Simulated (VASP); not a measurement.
# Mg12Cu (a cell with a defect) in VASP: notebook, part 2 of 2

VASP 6.6.1. The steps go on from the part before.

### 3 Single point, PBE+D3(BJ)

Contents of INCAR:

```
SYSTEM = Mg12Cu
ALGO = Normal ; EDIFF = 1E-7
ENCUT = 520 ; GGA = PE
ISIF = 2 ; ISMEAR = -1
IVDW = 12 ; LASPH = .True.
LCHARG = .False. ; LREAL = .False.
LWAVE = .False. ; NBANDS = 30
NELM = 80 ; PREC = Accurate
SIGMA = 0.05
```

Contents of KPOINTS:

```
k-points
0
Gamma
  3 2 3
  0 0 0
```

Contents of POSCAR:

```
Mg12Cu
1.0
    6.4200000000      0.0000000000      0.0000000000
   -4.8150000000      8.3398250000      0.0000000000
    0.0000000000      0.0000000000      5.2130400000
Mg Cu
12 1
Direct
    0.0526952908      0.0125552994      0.0001699584
    0.1368100290      0.2373986265      0.5001390743
    0.0135205997      0.3343643302      0.0001122186
    0.2834394564      0.6152449242      0.5002213680
    0.0245313181      0.6481470534      0.0002743121
    0.1120976253      0.8462576853      0.5002817933
    0.5116973870     -0.0223067031     -0.0000406672
    0.5105767986      0.1438945062      0.4999061968
    0.5267870679      0.3329702961     -0.0000211009
    0.6643224220      0.5397212771      0.5000625355
    0.5719339961      0.6815614237      0.0001053128
    0.7071840125      0.9124573957      0.5000155380
   -0.1115640737      0.3876902693      0.5000422019
```

Potentials or basis: VASP PAW PBE potentials, release 64 (Mg, Cu).

Launch:

```
$ cat potpaw_PBE.64/Mg/POTCAR potpaw_PBE.64/Cu/POTCAR > POTCAR
$ mpirun -np 1 vasp_std > vasp.out
```

OUTCAR:

```text
SYSTEM = Mg12Cu
   EDIFF = 1E-7
   ENCUT = 520
   GGA = PE
   ISIF = 2
   ISMEAR = -1
   IVDW = 12
   LASPH = .True.
   LREAL = .False.
   NELM = 80
   PREC = Accurate
 IVDW          = 12

 ion  position               nearest neighbor table
   1  0.053  0.013  0.000-   9 3.06   7 3.13  11 3.14   6 3.18   6 3.18   3 3.23  12 3.24  12 3.24
                             2 3.26   2 3.26   7 3.32   5 3.42   8 3.65   8 3.65
   2  0.137  0.237  0.500-  13 2.64   8 2.95  12 2.96   3 3.01   3 3.01  10 3.18   1 3.26   1 3.26
                             4 3.27   9 3.41   9 3.41   8 3.65
[... 577 lines left out ...]
  energy-cutoff  :      520.00
  volume of cell :      279.11
      direct lattice vectors                 reciprocal lattice vectors
     6.420000000  0.000000000  0.000000000     0.155763240  0.089929945  0.000000000
    -4.815000000  8.339825000  0.000000000     0.000000000  0.119906593  0.000000000
     0.000000000  0.000000000  5.213040000     0.000000000  0.000000000  0.191826650

 POSITION                                       TOTAL-FORCE (eV/Angst)
 -----------------------------------------------------------------------------------
      0.27785      0.10471      0.00089        -0.015592     -0.017610     -0.000005
     -0.26475      1.97986      2.60724         0.019456      0.019054     -0.000018
     -1.52316      2.78854      0.00059        -0.027391     -0.016750     -0.000042
     -1.14272      5.13103      2.60767        -0.011754      0.005858      0.000057
     -2.96334      5.40543      0.00143        -0.001220      0.004927     -0.000225
     -3.35506      7.05764      2.60799        -0.010168     -0.029305     -0.000056
     -1.42250      8.15379      5.21283        -0.023794     -0.057018      0.000028
      2.58505      1.20006      2.60603         0.046386      0.045671     -0.000097
      1.77872      2.77691      5.21293        -0.015236     -0.013486      0.000058
      1.66619      4.50118      2.60685         0.012762      0.005082      0.000025
      0.39010      5.68410      0.00055         0.000383     -0.004459      0.000166
      0.14664      7.60974      2.60660         0.025543      0.041106     -0.000012
      3.83703      3.23327      2.60674         0.000625      0.016930      0.000122
 -----------------------------------------------------------------------------------
    total drift:                               -0.001370      0.000672     -0.000013

  FREE ENERGIE OF THE ION-ELECTRON SYSTEM (eV)
  ---------------------------------------------------
  free  energy   TOTEN  =       -24.0947295959 eV

  energy  without entropy=      -24.0333864932  energy(sigma->0) =      -24.06405804
```

OSZICAR:

```text
N       E                     dE             d eps       ncg     rms          rms(c)
DAV:   1     0.106548902628E+03    0.10655E+03   -0.10761E+04   600   0.900E+02
DAV:   2    -0.150676487275E+02   -0.12162E+03   -0.10515E+03   600   0.155E+02
DAV:   3    -0.211216941265E+02   -0.60540E+01   -0.57614E+01   800   0.436E+01
DAV:   4    -0.212860874674E+02   -0.16439E+00   -0.16255E+00   730   0.551E+00
DAV:   5    -0.212916022520E+02   -0.55148E-02   -0.55127E-02   844   0.144E+00    0.999E+00
DAV:   6    -0.222146033955E+02   -0.92300E+00   -0.30872E+01   768   0.122E+02    0.806E+00
DAV:   7    -0.202150658630E+02    0.19995E+01   -0.84074E+00   850   0.370E+01    0.171E+00
DAV:   8    -0.202581220208E+02   -0.43056E-01   -0.17563E+00   944   0.228E+01    0.275E+00
DAV:   9    -0.201356452771E+02    0.12248E+00   -0.71490E-01   810   0.202E+01    0.458E-01
DAV:  10    -0.201359538292E+02   -0.30855E-03   -0.71455E-02   906   0.428E+00    0.115E-01
DAV:  11    -0.201357094213E+02    0.24441E-03   -0.33352E-03   832   0.124E+00    0.515E-02
DAV:  12    -0.201356810049E+02    0.28416E-04   -0.25072E-04   962   0.241E-01    0.179E-02
DAV:  13    -0.201356770920E+02    0.39130E-05   -0.34585E-05   942   0.105E-01    0.157E-03
DAV:  14    -0.201356776203E+02   -0.52837E-06   -0.19719E-06   702   0.658E-03    0.809E-04
DAV:  15    -0.201356778097E+02   -0.18937E-06   -0.47467E-08   438   0.382E-03    0.203E-04
DAV:  16    -0.201356778092E+02    0.48772E-09   -0.21477E-08   426   0.225E-03
   1 F= -.24094730E+02 E0= -.24064058E+02  d E =-.613431E-01
```

stdout:

```text
POSCAR found type information on POSCAR MgCu
 POSCAR found :  2 types and      13 ions
 scaLAPACK will be used
 LDA part: xc-table for (Slater+PW92), standard interpolation
 -----------------------------------------------------------------------------
|                                                                             |
|           W    W    AA    RRRRR   N    N  II  N    N   GGGG   !!!           |
|           W    W   A  A   R    R  NN   N  II  NN   N  G    G  !!!           |
|           W    W  A    A  R    R  N N  N  II  N N  N  G       !!!           |
|           W WW W  AAAAAA  RRRRR   N  N N  II  N  N N  G  GGG   !            |
|           WW  WW  A    A  R   R   N   NN  II  N   NN  G    G                |
|           W    W  A    A  R    R  N    N  II  N    N   GGGG   !!!           |
|                                                                             |
|     Your reciprocal lattice and k-lattice belong to different lattice       |
|     classes:                                                                |
|                                                                             |
|        The reciprocal lattice is simple monoclinic,                         |
|        whereas your k-lattice is hexagonal.                                 |
|                                                                             |
|     Results are often still useful ...                                      |
|                                                                             |
 -----------------------------------------------------------------------------

 POSCAR, INCAR and KPOINTS ok, starting setup
 FFT: planning ... GRIDC
 FFT: planning ... GRID_SOFT
 FFT: planning ... GRID
 WAVECAR not read
 entering main loop
```

Wall time 1.9 min (1 thread of Intel Xeon 8259CL, shared host); peak memory 0.39 GiB.

Results:

```yaml
Free_energy: -24.0947 eV
Pressure: -0.2 GPa
Largest_force: 0.065 eV/Å
Band_gap_on_the_k_mesh: zero (an odd number of electrons rules out a gap without spin polarisation)
Dispersion_energy_per_atom: -0.305 eV
```

Forces in eV/Å, atoms in the order of the input:
```
Mg  -0.016 -0.018  0.000
Mg   0.019  0.019  0.000
Mg  -0.027 -0.017  0.000
Mg  -0.012  0.006  0.000
Mg  -0.001  0.005  0.000
Mg  -0.010 -0.029  0.000
Mg  -0.024 -0.057  0.000
Mg   0.046  0.046  0.000
Mg  -0.015 -0.013  0.000
Mg   0.013  0.005  0.000
Mg   0.000 -0.004  0.000
Mg   0.026  0.041  0.000
Cu   0.001  0.017  0.000
```

Levels at points of the mesh, in eV from the Fermi level:
| k point | band 15 | band 16 | band 17 | band 18 | band 19 | band 20 |
| --- | --- | --- | --- | --- | --- | --- |
| (0.00, 0.00, 0.00) | -0.42 | -0.16 | 0.09 | 0.34 | 0.47 | 0.53 |
| (0.00, 0.50, 0.00) | -1.23 | -0.89 | -0.69 | -0.47 | -0.02 | 1.59 |

Caveat: the k points lie up to 0.40 Å⁻¹ apart, too coarse for converged energies and pressures of a metal.
